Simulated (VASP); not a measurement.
The system is CdSe.

```
CELL_PARAMETERS angstrom
0.00000 2.87396 2.87396
2.87396 0.00000 2.87396
2.87396 2.87396 0.00000
ATOMIC_POSITIONS crystal
Cd 0.00000 0.00000 0.00000
Se 0.50000 0.50000 0.50000
```

| Item | Value |
| --- | --- |
| Program | VASP 6.6.1 |
| Task | relaxation of cell and atoms |
| Functional | BLYP |
| Dispersion | D3(BJ) |
| Potentials or basis | VASP PAW PBE potentials, release 64 (Cd, Se) |
| Cutoff | 600 eV |
| k mesh | 6 × 6 × 6 |
| Occupations | fermi-dirac, width 0.05 eV |
| Spin | no spin polarisation |

At the start: pressure -2.0 GPa; volume 23.74 Å³/atom.

**Question.** How do energy, volume and symmetry change on relaxing?

**Answer.** Over 3 steps the energy falls by 4.9 meV/atom and the volume is 22.98 Å³/atom (-3.2 %); space group Fm-3m (No. 225, to 0.05 Å).

The path:
| step | energy change (eV) | largest force (eV/Å) | pressure (GPa) | volume (Å³) |
| --- | --- | --- | --- | --- |
| 1 | 0.0000 | 0.0000 | -2.00 | 47.48 |
| 2 | -0.0087 | 0.0000 | 0.74 | 45.47 |
| 3 | -0.0098 | 0.0000 | -0.01 | 45.96 |

Final structure:
```cif
data_structure
_symmetry_space_group_name_H-M 'P 1'
_symmetry_Int_Tables_number 1
_cell_length_a 4.0206
_cell_length_b 4.0206
_cell_length_c 4.0206
_cell_angle_alpha 60.000
_cell_angle_beta 60.000
_cell_angle_gamma 60.000
_cell_volume 45.96
loop_
_atom_site_label
_atom_site_type_symbol
_atom_site_fract_x
_atom_site_fract_y
_atom_site_fract_z
_atom_site_occupancy
Cd1 Cd 0.00000 0.00000 0.00000 1
Se1 Se 0.50000 0.50000 0.50000 1
```

Caveat: the PAW data sets were made with another functional, which shifts forces and pressure a little; pairwise dispersion overbinds metals, which lowers pressure and volume.
